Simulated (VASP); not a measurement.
Crystal: Ca3AsP.

```xyz
5
Lattice="5.3339 0.0000 0.0000 0.0000 5.3339 0.0000 0.0000 0.0000 5.3339" Properties=species:S:1:pos:R:3 pbc="T T T"
As    0.0000    0.0000    0.0000
Ca    2.6669    2.6669    0.0000
Ca    2.6669    0.0000    2.6669
Ca    0.0000    2.6669    2.6669
P     2.6669    2.6669    2.6669
```

```yaml
Program: VASP 6.6.1
Task: relaxation of cell and atoms
Functional: BLYP
Potentials_or_basis: VASP PAW PBE potentials, release 64 (As, Ca_sv, P)
Cutoff: 600 eV
k_mesh: 5 × 5 × 5
Occupations: fermi-dirac, width 0.05 eV
Spin: no spin polarisation
```

At the start: pressure 1.3 GPa; volume 30.35 Å³/atom.

Problem. How do energy, volume and symmetry change on relaxing?

Solution. Over 3 steps the energy falls by 4.1 meV/atom and the volume is 31.37 Å³/atom (+3.4 %); space group Pm-3m (No. 221, to 0.05 Å).

Step by step:
| step | energy change (eV) | largest force (eV/Å) | pressure (GPa) | volume (Å³) |
| --- | --- | --- | --- | --- |
| 1 | 0.0000 | 0.0000 | 1.30 | 151.75 |
| 2 | -0.0203 | 0.0000 | -0.09 | 157.22 |
| 3 | -0.0204 | 0.0000 | 0.01 | 156.86 |

Final structure:
```
As Ca P
1.0
     5.39305    0.00000    0.00000
     0.00000    5.39305    0.00000
     0.00000    0.00000    5.39305
As Ca P
1 3 1
Direct
  0.00000 0.00000 0.00000
  0.50000 0.50000 0.00000
  0.50000 0.00000 0.50000
  0.00000 0.50000 0.50000
  0.50000 0.50000 0.50000
```

Caveat: the PAW data sets were made with another functional, which shifts forces and pressure a little.
